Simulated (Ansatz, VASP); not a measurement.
ScAl: VASP beside Ansatz

```
CELL_PARAMETERS angstrom
3.19262 0.00000 0.00000
0.00000 3.19262 0.00000
0.00000 0.00000 3.19262
ATOMIC_POSITIONS crystal
Sc 0.50000 0.50000 0.50000
Al 0.00000 0.00000 0.00000
```

Change from the starting cell: volume scaled by 0.85, LAPW.

Alike in both runs: task single point; functional LDA; k mesh 11 × 11 × 11; occupations fermi-dirac, width 0.05 eV; no spin polarisation.

```csv
,VASP,Ansatz
version,VASP 6.6.1,Ansatz 0.2.0
potentials or method,"VASP PAW LDA potentials, release 64 (Sc_sv, Al), cutoff 520 eV","all-electron LAPW, scalar-relativistic"
```

```csv
,VASP,Ansatz,Ansatz less VASP
pressure (GPa),11.7,11.3,-0.36
```

LDA's correlation is that of Perdew and Zunger in VASP and of Perdew and Wang (1992) in Ansatz. Ansatz ran all-electron here, and VASP with PAW potentials.
